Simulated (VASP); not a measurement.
# TiCo (Pm-3m) in VASP: a series of runs

TiCo is run at these levels: PBE; tasks: single point.

All numbers are computed with VASP 6.6.1; they aren't measurements. Logs are shortened: lines on timing, memory, paths and dates and some standing lists are left out, and cuts for length are marked.

**1. The cell of the first run**

Symmetry: Pm-3m, No. 221, cubic system. Conventional cell: a = 2.946 Å, b = 2.946 Å, c = 2.946 Å, α = 90.00°, β = 90.00°, γ = 90.00°. Within 3.4 Å of Ti (site symmetry m-3m) lie 8 Co at 2.55 Å and 6 Ti at 2.95 Å. Within 3.4 Å of Co (site symmetry m-3m) lie 8 Ti at 2.55 Å and 6 Co at 2.95 Å.

**2. Single point, PBE, collinear spin, ferromagnetic start (12.78 Å³/atom)**

File INCAR:

```
SYSTEM = TiCo
ALGO     = Normal         ! electronic algorithm
EDIFF    = 1E-7           ! SCF threshold, eV
ENCUT    = 520            ! plane-wave cutoff, eV
GGA      = PE             ! functional
ISIF     = 2              ! what is computed and relaxed
ISMEAR   = 0              ! smearing method
ISPIN    = 2              ! spin polarisation
LASPH    = .True.         ! aspherical terms in the spheres
LCHARG   = .False.        ! write CHGCAR
LMAXMIX  = 4              ! l up to which the mixer works
LORBIT   = 11             ! projections on sites
LREAL    = .False.        ! projectors in reciprocal space
LWAVE    = .False.        ! write WAVECAR
MAGMOM   = 0 1.08         ! initial moments
NBANDS   = 22             ! bands
NELM     = 150            ! most SCF steps
PREC     = Accurate       ! precision mode
SIGMA    = 0.05           ! smearing width, eV
```

File KPOINTS:

```
k-points
0
Gamma
  16 16 16
  0 0 0
```

File POSCAR:

```
TiCo
1.0
    2.9457531915      0.0000000000      0.0000000000
    0.0000000000      2.9457531915      0.0000000000
    0.0000000000      0.0000000000      2.9457531915
Ti Co
1 1
Direct
    0.0000000000      0.0000000000      0.0000000000
    0.5000000000      0.5000000000      0.5000000000
```

Potentials or basis: VASP PAW PBE potentials, release 64 (Ti_sv, Co).

Run with:

```bash
> cat potpaw_PBE.64/Ti_sv/POTCAR potpaw_PBE.64/Co/POTCAR > POTCAR
> mpirun -np 1 vasp_std > vasp.out
```

OUTCAR:

```text
SYSTEM = TiCo
   EDIFF = 1E-7
   ENCUT = 520
   GGA = PE
   ISIF = 2
   ISMEAR = 0
   ISPIN = 2
   LASPH = .True.
   LORBIT = 11
   LREAL = .False.
   NELM = 150
   PREC = Accurate

 ion  position               nearest neighbor table
   1  0.000  0.000  0.000-   2 2.55   2 2.55   2 2.55   2 2.55   2 2.55   2 2.55   2 2.55   2 2.55

   2  0.500  0.500  0.500-   1 2.55   1 2.55   1 2.55   1 2.55   1 2.55   1 2.55   1 2.55   1 2.55

  LATTYP: Found a simple cubic cell.
 ALAT       =     2.9457531915

  Lattice vectors:

 A1 = (   2.9457531915,   0.0000000000,   0.0000000000)
 A2 = (   0.0000000000,   2.9457531915,   0.0000000000)
 A3 = (   0.0000000000,   0.0000000000,   2.9457531915)

Analysis of symmetry for initial positions (statically):
=====================================================================
 Subroutine PRICEL returns:
 Original cell was already a primitive cell.

 Routine SETGRP: Setting up the symmetry group for a
 simple cubic supercell.

 Subroutine GETGRP returns: Found 48 space group operations
 (whereof 48 operations were pure point group operations)
 out of a pool of 48 trial point group operations.

The static configuration has the point symmetry O_h .

Analysis of symmetry for dynamics (positions and initial velocities):
=====================================================================
 Subroutine PRICEL returns:
 Original cell was already a primitive cell.

 Routine SETGRP: Setting up the symmetry group for a
 simple cubic supercell.

 Subroutine GETGRP returns: Found 48 space group operations
 (whereof 48 operations were pure point group operations)
 out of a pool of 48 trial point group operations.

The dynamic configuration has the point symmetry O_h .

Analysis of structural, dynamic, and magnetic symmetry:
=====================================================================
 Subroutine PRICEL returns:
 Original cell was already a primitive cell.

 Routine SETGRP: Setting up the symmetry group for a
 simple cubic supercell.

 Subroutine GETGRP returns: Found 48 space group operations
 (whereof 48 operations were pure point group operations)
 out of a pool of 48 trial point group operations.

The overall configuration has the point symmetry O_h .

 Subroutine INISYM returns: Found 48 space group operations
 (whereof 48 operations are pure point group operations),
 and found     1 'primitive' translations

----------------------------------------------------------------------------------------

                                     Primitive cell

  volume of cell :      25.5617

  direct lattice vectors                    reciprocal lattice vectors
     2.945753192  0.000000000  0.000000000     0.339471753  0.000000000  0.000000000
     0.000000000  2.945753192  0.000000000     0.000000000  0.339471753  0.000000000
     0.000000000  0.000000000  2.945753192     0.000000000  0.000000000  0.339471753

  length of vectors
     2.945753192  2.945753192  2.945753192     0.339471753  0.339471753  0.339471753

  position of ions in fractional coordinates (direct lattice)
     0.000000000  0.000000000  0.000000000
     0.500000000  0.500000000  0.500000000

  ion indices of the primitive-cell ions
   primitive index   ion index
                 1           1
                 2           2

----------------------------------------------------------------------------------------

 KPOINTS: k-points

Automatic generation of k-mesh.
 Grid dimensions read from file:
 generate k-points for:   16   16   16

 Generating k-lattice:

  Cartesian coordinates                     Fractional coordinates (reciprocal lattice)
     0.021216985  0.000000000  0.000000000     0.062500000  0.000000000  0.000000000
     0.000000000  0.021216985  0.000000000     0.000000000  0.062500000  0.000000000
     0.000000000  0.000000000  0.021216985     0.000000000  0.000000000  0.062500000

  Length of vectors
     0.021216985  0.021216985  0.021216985

  Shift w.r.t. Gamma in fractional coordinates (k-lattice)
     0.000000000  0.000000000  0.000000000

 Subroutine IBZKPT returns following result:
 ===========================================

 Found    165 irreducible k-points:

 Following reciprocal coordinates:
            Coordinates               Weight
  0.000000  0.000000  0.000000      1.000000
  0.062500  0.000000  0.000000      6.000000
  0.125000  0.000000  0.000000      6.000000
  0.187500  0.000000  0.000000      6.000000
  0.250000  0.000000  0.000000      6.000000
  0.312500  0.000000  0.000000      6.000000
[... 16 lines left out ...]
  0.437500  0.125000  0.000000     24.000000
  0.500000  0.125000  0.000000     12.000000
 [... further k-points ...]
   k-points           NKPTS =    165   k-points in BZ     NKDIM =    165   number of bands    NBANDS=     22
   number of dos      NEDOS =    301   number of ions     NIONS =      2
   total plane-waves  NPLWV =  13824
   dimension x,y,z NGX =    24 NGY =   24 NGZ =   24
   dimension x,y,z NGXF=    48 NGYF=   48 NGZF=   48
   ions per type =               1   1
   NGX,Y,Z   is equivalent  to a cutoff of  13.54, 13.54, 13.54 a.u.
   NGXF,Y,Z  is equivalent  to a cutoff of  27.09, 27.09, 27.09 a.u.
 SYSTEM =  TiCo
   PREC   = accura    normal or accurate (medium, high low for compatibility)
   ISTART =      0    job   : 0-new  1-cont  2-samecut
   ICHARG =      2    charge: 1-file 2-atom 10-const
   ISPIN  =      2    spin polarized calculation?
   LNONCOLLINEAR =      F non collinear calculations
   LSORBIT =      F    spin-orbit coupling
   LASPH  =      T    aspherical Exc in radial PAW
   ENCUT  =  520.0 eV  38.22 Ry    6.18 a.u.   5.48  5.48  5.48*2*pi/ulx,y,z
   NELM   =    150;   NELMIN=  2; NELMDL= -5     # of ELM steps
   EDIFF  = 0.1E-06   stopping-criterion for ELM
   LREAL  =      F    real-space projection
   EDIFFG = 0.1E-05   stopping-criterion for IOM
   NSW    =      0    number of steps for IOM
   IBRION =     -1    ionic relax: 0-MD 1-quasi-New 2-CG
   NFREE  =      0    steps in history (QN), initial steepest desc. (CG)
   ISIF   =      2    stress and relaxation
   ISYM   =      2    0-nonsym 1-usesym 2-fastsym
   POTIM  = 0.5000    time-step for ionic-motion
   TEBEG  =    0.0;   TEEND  =   0.0 temperature during run
   PSTRESS=    0.0 pullay stress
   NELECT =      21.0000    total number of electrons
   NUPDOWN=      -1.0000    fix difference up-down
   EMIN   =  10.00;   EMAX   =-10.00  energy-range for DOS
   EFERMI =   0.00;   METHOD = LEGACY
   ISMEAR =     0;   SIGMA  =   0.05  broadening in eV -4-tet -1-fermi 0-gaus
   EFERMI_NEDOS =   21; number of points for ismear=-14 and -15
   IALGO  =     38    algorithm
   IMIX   =      4    mixing-type and parameters
     AMIX     =   0.40;   BMIX     =  1.00
     AMIX_MAG =   1.60;   BMIX_MAG =  1.00
  volume/ion in A,a.u.               =      12.78        86.25
  Fermi-wavevector in a.u.,A,eV,Ry     =   1.533269  2.897458 31.986107  2.350913
  Thomas-Fermi vector in A             =   2.640359
   LORBIT       =     11    0 simple, 1 ext, 2 COOP (PROOUT), +10 PAW based schemes
   GGA     = PE    functional components
   LHFCALC =     F    Hartree Fock is set to
   AEXX    =    0.0000 exact exchange contribution
   IVDW    =     0    specifies the selected vdW correction
   LEPSILON=     F    determine dielectric tensor
   LRPA    =     F    only Hartree local field effects (RPA)
 spin polarized calculation
 Gauss-broadening in eV      SIGMA  =   0.05
  energy-cutoff  :      520.00
  volume of cell :       25.56
 maximum number of plane-waves:       715
 NGX is ok and might be reduce to    24
   NGX = 11   NGY = 11   NGZ = 11

 number of electron      21.0000001 magnetization       0.8698957

 Free energy of the ion-electron system (eV)
  ---------------------------------------------------
  ext. energy  EPLUGINS =         0.00000000
  ---------------------------------------------------
  free energy    TOTEN  =       -15.65740993 eV

  energy without entropy =      -15.65562776  energy(sigma->0) =      -15.65651884

 E-fermi :  10.4625     XC(G=0): -12.7949

 val. band max:       10.4624835124   @ k =   0.5000   0.5000   0.5000
 cond. band min:      10.4635289831   @ k =   0.5000   0.1250   0.1250
 fundamental gap:      0.0010454707
 Fermi energy:        10.4624980733

 spin component 1

 k-point     1 :       0.0000    0.0000    0.0000
  band No.  band energies     occupation
      1     -46.6366      1.00000
      2     -22.7160      1.00000
      3     -22.7160      1.00000
      4     -22.7160      1.00000
      5       2.6062      1.00000
      6       6.0838      1.00000
[... 14 lines left out ...]
     21      30.6627      0.00000
     22      31.7301      0.00000
[... 552 lines left out ...]
  band No.  band energies     occupation
      1     -46.5939      1.00000
      2     -23.0519      1.00000
      3     -22.7376      1.00000
      4     -22.6861      1.00000
      5       6.1342      1.00000
      6       6.6912      1.00000
[... 14 lines left out ...]
     21      27.7012      0.00000
     22      29.2233      0.00000

 [... further k-points ...]

 spin component 2

 k-point     1 :       0.0000    0.0000    0.0000
  band No.  band energies     occupation
      1     -46.6256      1.00000
      2     -22.7056      1.00000
      3     -22.7056      1.00000
      4     -22.7056      1.00000
      5       2.6152      1.00000
      6       6.7360      1.00000
[... 14 lines left out ...]
     21      30.8391      0.00000
     22      31.6385      0.00000
[... 552 lines left out ...]
  band No.  band energies     occupation
      1     -46.5825      1.00000
      2     -23.0446      1.00000
      3     -22.7275      1.00000
      4     -22.6756      1.00000
      5       6.4680      1.00000
      6       6.7063      1.00000
[... 14 lines left out ...]
     21      27.7491      0.00000
     22      29.1531      0.00000

 [... further k-points ...]

------------------------ aborting loop because EDIFF is reached ----------------------------------------

  FORCE on cell =-STRESS in cart. coord.  units (eV):
  Direction    XX          YY          ZZ          XY          YZ          ZX
  --------------------------------------------------------------------------------------
  -------------------------------------------------------------------------------------
  Total        1.0963285      1.0963285      1.0963285     -0.0000000      0.0000000      0.0000000
  in kB       68.7166847     68.7166847     68.7166847     -0.0000000      0.0000000      0.0000000
  external PRESSURE =      68.7166847 kB  Pullay stress =       0.0000000 kB

 VOLUME and BASIS-vectors are now :
 -----------------------------------------------------------------------------
  energy-cutoff  :      520.00
  volume of cell :       25.56
      direct lattice vectors                 reciprocal lattice vectors
     2.945753192  0.000000000  0.000000000     0.339471753  0.000000000  0.000000000
     0.000000000  2.945753192  0.000000000     0.000000000  0.339471753  0.000000000
     0.000000000  0.000000000  2.945753192     0.000000000  0.000000000  0.339471753

 POSITION                                       TOTAL-FORCE (eV/Angst)
 -----------------------------------------------------------------------------------
      0.00000      0.00000      0.00000         0.000000      0.000000      0.000000
      1.47288      1.47288      1.47288         0.000000      0.000000      0.000000
 -----------------------------------------------------------------------------------
    total drift:                                0.000000      0.000000     -0.000000

  FREE ENERGIE OF THE ION-ELECTRON SYSTEM (eV)
  ---------------------------------------------------
  free  energy   TOTEN  =       -15.6574099288 eV

  energy  without entropy=      -15.6556277568  energy(sigma->0) =      -15.65651884

 total charge

# of ion       s       p       d       tot
------------------------------------------
    1        2.257   6.196   1.892  10.345
    2        0.543   0.488   7.326   8.357
--------------------------------------------------
tot          2.800   6.684   9.218  18.702

 magnetization (x)

# of ion       s       p       d       tot
------------------------------------------
    1       -0.002  -0.011   0.007  -0.006
    2        0.029  -0.003   0.886   0.913
--------------------------------------------------
tot          0.028  -0.014   0.894   0.907
```

Wall time 94 s (1 thread of Intel Xeon 6975P-C (Granite Rapids), shared host); peak memory 0.26 GiB.

What came out:

```yaml
Free_energy: -15.6574 eV
Pressure: 6.9 GPa
Net_moment: 0.87 μB per cell
Site_moments: Ti -0.01; Co +0.91 μB
Valence_electrons_inside_the_program's_atomic_spheres: Ti 10.35; Co 8.36
```

Levels at points of the mesh, in eV from the Fermi level:
Spin up:
```tsv
k point	band 7	band 8	band 9	band 10	band 11	band 12	band 13	band 14	band 15	band 16
(0.00, 0.00, 0.00)	-4.38	-1.94	-1.94	-1.94	0.51	0.51	2.80	2.80	2.80	9.22
(0.50, 0.00, 0.00)	-3.22	-2.05	-2.05	-1.56	-0.78	-0.54	0.67	0.67	2.33	4.09
(0.50, 0.50, 0.00)	-2.85	-2.85	-1.51	-0.76	0.70	0.70	1.16	2.57	2.57	3.27
(0.50, 0.50, 0.50)	-2.88	-2.21	-2.21	-2.21	-1.48	-1.48	3.35	3.35	7.26	8.64
```
Spin down:
| k point | band 7 | band 8 | band 9 | band 10 | band 11 | band 12 | band 13 | band 14 |
| --- | --- | --- | --- | --- | --- | --- | --- | --- |
| (0.00, 0.00, 0.00) | -3.73 | -1.40 | -1.40 | -1.40 | 1.07 | 1.07 | 2.92 | 2.92 |
| (0.50, 0.00, 0.00) | -2.02 | -1.48 | -1.48 | -0.95 | -0.87 | 0.62 | 0.70 | 0.70 |
| (0.50, 0.50, 0.00) | -2.42 | -2.42 | -0.03 | 0.30 | 0.68 | 0.68 | 1.33 | 2.78 |
| (0.50, 0.50, 0.50) | -2.42 | -2.19 | -2.19 | -2.19 | 0.00 | 0.00 | 3.31 | 3.31 |

Caveat: the cell stands under pressure.

(Part 1 of 2 ends here.)
